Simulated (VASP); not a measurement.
A run of VASP 6.6.1 is set up as follows.

File INCAR:

```
SYSTEM = Ge4H
PREC = Accurate
ENCUT = 520
EDIFF = 1E-6
ISMEAR = 0
SIGMA = 0.1
LREAL = .FALSE.
LASPH = .TRUE.
NELM = 80
ALGO = Normal
ISIF = 2
LWAVE = .FALSE.
LCHARG = .FALSE.
LDIPOL = .TRUE.
IDIPOL = 3
DIPOL = 0.5 0.5 0.336
GGA = PE
IVDW = 12
NBANDS = 36
```

File KPOINTS:

```
Automatic mesh
0
G
  7 7 1
  0 0 0
```

Contents of POSCAR:

```
Ge4H
1.0
    4.0303587907      0.0000000000      0.0000000000
    0.0000000000      4.0303587907      0.0000000000
    0.0000000000      0.0000000000     21.6416627718
Ge H
4 1
Direct
    0.0000000000      0.5000000000      0.1848286817
    0.0000000000      0.0000000000      0.2506714513
    0.5000000000      0.0000000000      0.3196569899
    0.5000000000      0.5000000000      0.3854446333
    0.6250000000      0.8750000000      0.5379282957
```

Potentials or basis: VASP PAW PBE potentials, release 64 (Ge_d, H).

The run is started by

```sh
$ cat potpaw_PBE.64/Ge_d/POTCAR potpaw_PBE.64/H/POTCAR > POTCAR
$ mpirun -np 1 vasp_std > vasp.out
```

**Question.** Estimate the dispersion energy per atom.

**Answer.** -0.176 eV.

**Question.** What does it give for the largest force?

**Answer.** 0.393 eV/Å.

**Question.** Predict the band gap on the k mesh.

**Answer.** Zero (an odd number of electrons rules out a gap without spin polarisation).

Forces in eV/Å, atoms in the order of the input:
```
Ge  -0.017  0.011 -0.081
Ge   0.027  0.026  0.106
Ge  -0.005 -0.058  0.014
Ge   0.031  0.151  0.330
H   -0.036 -0.130 -0.369
```
